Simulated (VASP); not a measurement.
Runs of VASP 6.6.1 on GaP. The structure is that of space group F-43m (No. 216), or close to it. The cells are those of the table. 

```tsv
task	level	potentials or basis	cell	k mesh	cutoff (eV)	gap on the mesh (eV)	pressure (GPa)	relaxed volume (Å³/atom)
relaxation of cell and atoms	LDA	VASP PAW LDA potentials, release 64 (Ga_d, P)	relaxed from a = 3.854 Å, angles 60.0°, 2 atoms	8 × 8 × 8	600	1.43	-0.1	19.61
relaxation of cell and atoms	PBEsol	VASP PAW PBE potentials, release 64 (Ga_d, P)	relaxed from a = 3.854 Å, angles 60.0°, 2 atoms	8 × 8 × 8	600	(b)	0.0	20.09
relaxation of the atoms	r2SCAN	VASP PAW PBE potentials, release 64 (Ga_d, P)	atoms relaxed from a = 3.803 Å, angles 60.0°, 2 atoms	10 × 10 × 10	520	(a)	3.9	-
relaxation of the atoms	r2SCAN	VASP PAW PBE potentials, release 64 (Ga_d, P)	atoms relaxed from a = 3.776 Å, angles 60.0°, 2 atoms	10 × 10 × 10	520	1.76	6.1	-
relaxation of cell and atoms	r2SCAN	VASP PAW PBE potentials, release 64 (Ga_d, P)	relaxed from a = 3.854 Å, angles 60.0°, 2 atoms	8 × 8 × 8	600	1.90	0.0	-
```

Alike in all rows: no spin polarisation; smearing fermi-dirac 0.02 eV.

Question: Fill in the values left out.

Answer: (a) 1.80; (b) 1.50.

Caveats: the PAW data sets were made with another functional, which shifts forces and pressure a little (at least some runs); the relaxation stopped at its first step, so nothing moved (at least some runs).

A k mesh can miss the band edges, and the runs leave out spin-orbit coupling on Ga.
